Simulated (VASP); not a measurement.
Input of a VASP 6.6.1 run:

INCAR

```
  ALGO = Normal
  EDIFF = 1E-6
  ENCUT = 520
  GGA = PE
  ISIF = 2
  ISMEAR = 0
  ISPIN = 2
  LASPH = True
  LCHARG = True
  LELF = True
  LMAXMIX = 4
  LORBIT = 11
  LREAL = False
  LVHAR = True
  LWAVE = False
  MAGMOM = 3 3
  NBANDS = 20
  NELM = 150
  PREC = Accurate
  SIGMA = 0.1
```

File KPOINTS:

```
k-points
0
Gamma
  9 9 4
```

The input POSCAR:

```
Co
1.0
    2.5190008694      0.0000000000      0.0000000000
   -1.2595004347      2.1815187451      0.0000000000
    0.0000000000      0.0000000000      4.0910000000
Co
2
Direct
    0.3333333333      0.6666666667      0.2500000000
    0.6666666667      0.3333333333      0.7500000000
```

Potentials or basis: VASP PAW PBE potentials, release 64 (Co).

Command:

```console
$ cat potpaw_PBE.64/Co/POTCAR > POTCAR
$ mpirun -np 1 vasp_std > vasp.out
```

(1) What does it give for the site moments?

(2) Estimate the net moment.

Answers

(1) Co +1.62 μB.

(2) 3.20 μB per cell.

Caveat: the k points lie up to 0.38 Å⁻¹ apart.
